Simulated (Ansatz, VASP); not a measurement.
InPd in VASP and in Ansatz

```
In Pd
1.0
     3.22766    0.00000    0.00000
     0.00000    3.22766    0.00000
     0.00000    0.00000    3.22766
In Pd
1 1
Direct
  0.00000 0.00000 0.00000
  0.50000 0.50000 0.50000
```

Change from the starting cell: volume scaled by 0.96.

Alike in both runs: task single point; functional PBEsol; k mesh 8 × 8 × 8; occupations fermi-dirac, width 0.05 eV; no spin polarisation.

|  | VASP | Ansatz |
| --- | --- | --- |
| version | VASP 6.6.1 | Ansatz 0.2.0 |
| potentials or method | VASP PAW PBE potentials, release 64 (In_d, Pd), cutoff 520 eV | all-electron LAPW, scalar-relativistic |

VASP gave:

```
gap on the k mesh at the Fermi level (eV) : none
pressure (GPa)                            : 2.7
```

Question: Which values does Ansatz return?

Answer: gap on the k mesh at the Fermi level (eV): none; pressure (GPa): 2.6.

VASP's potentials were made for PBE, not for PBEsol. A gap of «none» marks a metal or a gap that the smearing closes. Ansatz ran all-electron here, and VASP with PAW potentials.
